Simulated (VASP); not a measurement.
## LiGa12O18 (a cell with a defect): relaxation of the atoms with PBE

System: LiGa12O18 (a cell with a defect).

```
Ga O Li
1.0
     0.00000    9.24966    0.00000
    -1.39772    0.00000    5.70858
     6.22798   -1.54161    0.00673
Ga O Li
12 18 1
Direct
  0.11384 0.68581 0.68302
  0.22364 0.30548 0.32622
  0.30336 0.20526 0.82018
  0.02997 0.79474 0.17982
  0.44693 0.69167 0.67830
  0.55132 0.30694 0.31840
  0.63496 0.20993 0.82059
  0.36384 0.78585 0.17826
  0.77909 0.68457 0.68353
  0.88616 0.31419 0.31698
  0.97003 0.20526 0.82018
  0.69664 0.79474 0.17982
  0.17096 0.73332 0.00091
  0.16533 0.25669 0.99200
  0.26988 0.42633 0.64492
  0.05790 0.56433 0.34738
  0.05450 0.10916 0.32699
  0.27883 0.89084 0.67301
  0.49583 0.73363 0.99856
  0.50116 0.26211 0.99796
  0.60843 0.42803 0.64094
  0.39407 0.56734 0.35673
  0.38745 0.09885 0.32101
  0.61698 0.89520 0.69091
  0.83467 0.74331 0.00800
  0.82827 0.27365 0.99610
  0.94210 0.43567 0.65262
  0.72991 0.58715 0.35643
  0.72117 0.10916 0.32699
  0.94550 0.89084 0.67301
  0.10598 0.08189 0.63588
```

```json
{"Program": "VASP 6.6.1", "Task": "relaxation of the atoms", "Functional": "PBE", "Potentials or basis": "VASP PAW PBE potentials, release 64 (Ga_d, O, Li_sv)", "Cutoff": "520 eV", "k mesh": "1 × 1 × 1", "Occupations": "fermi-dirac, width 0.01 eV", "Spin": "no spin polarisation", "Dipole correction": "no", "Charge": "1", "Further INCAR settings": "LREAL = Auto; ALGO = Normal; EDIFF = 1e-06; IBRION = 2; EDIFFG = -0.02; NSW = 90; NELECT = 266.0"}
```

```yaml
Energy_gained_by_relaxing: 74.8 meV/atom
Ionic_steps: 36
Largest_force_after_relaxing: 0.020 eV/Å
```

Forces in eV/Å, atoms in the order of the input:
```
Ga  -0.006 -0.004  0.007
Ga  -0.006 -0.002 -0.003
Ga  -0.004 -0.001  0.002
Ga  -0.013 -0.008  0.006
Ga   0.001  0.005 -0.004
Ga   0.000  0.004 -0.013
Ga  -0.001  0.004 -0.009
Ga   0.006  0.006 -0.010
Ga  -0.001  0.002  0.001
Ga  -0.005  0.001 -0.001
Ga   0.008 -0.016  0.009
Ga   0.000  0.001  0.001
O   -0.005  0.003  0.001
O    0.003  0.006 -0.003
O    0.001  0.009 -0.011
O   -0.002 -0.001  0.008
O   -0.004  0.000  0.004
O   -0.001 -0.004  0.000
O    0.017 -0.008  0.006
O    0.002  0.008 -0.005
O   -0.001  0.001 -0.004
O    0.010 -0.002 -0.002
O    0.005  0.001  0.012
O    0.001 -0.006  0.008
O    0.005  0.003  0.000
O   -0.009  0.003  0.006
O   -0.009 -0.001  0.002
O    0.003  0.004  0.003
O    0.001  0.000  0.000
O    0.004  0.004 -0.007
Li   0.002 -0.009 -0.006
```

Step by step:
```csv
step,energy change (eV),largest force (eV/Å),pressure (GPa)
1,0.0000,5.6170,-0.46
2,-0.1346,9.1787,1.33
3,-1.4148,2.2221,-0.63
4,-1.8729,0.9511,-0.91
5,-1.8729,0.9462,-0.91
6,-2.0300,0.9168,-0.90
7,-2.0410,0.9465,-0.85
8,-2.1470,0.3724,-0.86
9,-2.1557,0.4831,-0.83
10,-2.2165,0.3233,-0.69
11,-2.2194,0.5104,-0.64
12,-2.2506,0.2985,-0.64
13,-2.2506,0.2900,-0.64
14,-2.2683,0.1887,-0.63
15,-2.2683,0.1889,-0.62
16,-2.2803,0.2043,-0.63
17,-2.2814,0.2113,-0.62
18,-2.2910,0.1696,-0.57
19,-2.2917,0.1743,-0.54
20,-2.2996,0.1198,-0.51
21,-2.3000,0.1416,-0.49
22,-2.3057,0.1130,-0.43
23,-2.3057,0.1251,-0.42
24,-2.3102,0.1075,-0.38
25,-2.3102,0.1296,-0.39
26,-2.3140,0.0734,-0.37
27,-2.3142,0.0928,-0.37
28,-2.3165,0.0845,-0.37
29,-2.3165,0.0785,-0.37
30,-2.3177,0.0728,-0.38
31,-2.3177,0.0655,-0.38
32,-2.3183,0.0459,-0.37
33,-2.3183,0.0330,-0.37
34,-2.3187,0.0227,-0.37
35,-2.3187,0.0246,-0.37
36,-2.3189,0.0196,-0.37
```

Final structure:
```
CELL_PARAMETERS angstrom
0.00000 9.24966 0.00000
-1.39772 0.00000 5.70858
6.22798 -1.54161 0.00673
ATOMIC_POSITIONS crystal
Ga 0.11849 0.64969 0.69452
Ga 0.22199 0.32114 0.32062
Ga 0.31265 0.21297 0.84680
Ga 0.02342 0.77970 0.15008
Ga 0.44974 0.69882 0.68562
Ga 0.55433 0.31449 0.32601
Ga 0.63722 0.21960 0.82571
Ga 0.36615 0.79610 0.18337
Ga 0.77762 0.69956 0.67818
Ga 0.88167 0.31840 0.32162
Ga 0.96946 0.21248 0.84395
Ga 0.69489 0.79627 0.17534
O 0.17270 0.73226 0.00833
O 0.16644 0.26906 0.00160
O 0.27125 0.41885 0.64802
O 0.06113 0.58514 0.36181
O 0.04802 0.10100 0.30091
O 0.27755 0.90008 0.68928
O 0.49986 0.74355 0.00572
O 0.50549 0.27247 0.00591
O 0.60689 0.43850 0.64778
O 0.39260 0.57768 0.36279
O 0.38420 0.11054 0.31337
O 0.61384 0.90672 0.68281
O 0.82851 0.73958 0.99614
O 0.83002 0.27155 0.00354
O 0.94446 0.42133 0.64939
O 0.73085 0.57860 0.35896
O 0.71956 0.10757 0.32426
O 0.95692 0.89859 0.69438
Li 0.09080 0.97965 0.53882
```

Levels at points of the mesh, in eV from the Fermi level:
```csv
k point,band 131,band 132,band 133,band 134,band 135,band 136
"(0.00, 0.00, 0.00)",-0.47,-0.46,-0.33,1.65,4.81,4.92
```

Wall time 44 min on 1 thread of Intel(R) Xeon(R) Platinum 8259CL CPU @ 2.50GHz (Skylake/Cascade Lake), on a shared host, peak memory 0.43 GiB.

Caveat: the k points lie up to 1.10 Å⁻¹ apart, too coarse for converged energies, forces and pressures; the cell carries a net charge on a neutralising background, which shifts energy and pressure; the cell is charged against a uniform background, so pressure and absolute levels hang on convention; the cutoff is under 1.25 times the usual one of these potentials, so pressure, stress and relaxed cells hold a basis-set (Pulay) error.
